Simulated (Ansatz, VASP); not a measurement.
**BaTiO3 in VASP and in Ansatz**

INCAR

```
PREC = Accurate ; ENCUT = 520
EDIFF = 1E-6 ; ISMEAR = -1
SIGMA = 0.05 ; LREAL = False
LASPH = True ; NELM = 100
ALGO = Normal ; ISIF = 2
LWAVE = False ; LCHARG = True
LELF = True ; LVHAR = True
NBANDS = 28
```

The input KPOINTS:

```
Automatic mesh
0
Gamma
  7 7 7
```

Contents of POSCAR:

```
BaTiO3
1.0
    3.9998000000      0.0000000000      0.0000000000
    0.0000000000      3.9998000000      0.0000000000
    0.0000000000      0.0000000000      4.0180000000
Ba Ti O
1 1 3
Direct
    0.0000000000      0.0000000000      0.0000000000
    0.5000000000      0.5000000000      0.4900000000
    0.0000000000      0.5000000000      0.5170000000
    0.5000000000      0.0000000000      0.5170000000
    0.5000000000      0.5000000000      0.0190000000
```

Contents of input.yaml:

```yaml
crystal:
  lattice:
    - [3.9998, 0.0, 0.0]
    - [0.0, 3.9998, 0.0]
    - [0.0, 0.0, 4.018]
  atoms:
    - { symbol: Ba, position: [0.0, 0.0, 0.0] }
    - { symbol: Ti, position: [0.5, 0.5, 0.49] }
    - { symbol: O, position: [0.0, 0.5, 0.517] }
    - { symbol: O, position: [0.5, 0.0, 0.517] }
    - { symbol: O, position: [0.5, 0.5, 0.019] }
kpoints:
  mp_grid: { grid: [7, 7, 7] }
  band_path:
    path:
      - [0.0, 0.0, 0.0]
      - [0.0, 0.5, 0.0]
      - [0.5, 0.5, 0.0]
      - [0.0, 0.0, 0.0]
      - [0.0, 0.0, 0.5]
      - [0.0, 0.5, 0.5]
      - [0.5, 0.5, 0.5]
      - [0.0, 0.0, 0.5]
    npoints: 12
scf:
  occupations: { method: fermi_dirac, width: 0.05 }
hamiltonian:
  xc: lda
  pseudopotentials: { kind: all_electron, lapw: { basis_error: 0.002 } }
output:
  forces: true
  stress: true
  eigenvalues: true
```

Alike in both runs: functional LDA; k mesh 7 × 7 × 7; occupations fermi-dirac, width 0.05 eV; no spin polarisation.

|  | VASP | Ansatz |
| --- | --- | --- |
| version | VASP 6.6.1 | Ansatz 0.2.0 |
| potentials or method | VASP PAW LDA potentials, release 64 (Ba_sv, Ti_sv, O), cutoff 520 eV | all-electron LAPW, scalar-relativistic |
| task | single point | band structure |

|  | VASP | Ansatz | Ansatz less VASP |
| --- | --- | --- | --- |
| gap on the k mesh at the Fermi level (eV) | 1.78 | 1.84 | +0.061 |
| least direct gap on the mesh (eV) | 1.97 | 2.00 | +0.026 |
| pressure (GPa) | -6.5 | -8.5 | -1.98 |
| traceless stress, the component that is largest in VASP (GPa) | 0.66 | 0.60 | -0.062 |
| rms of the force components (eV/Å) | 0.112 | 0.126 | +0.0138 |

LDA's correlation is that of Perdew and Zunger in VASP and of Perdew and Wang (1992) in Ansatz. Atom by atom the forces differ by 0.021 eV/Å (rms over components). Ansatz ran all-electron here, and VASP with PAW potentials.

Spin-orbit coupling is off throughout.
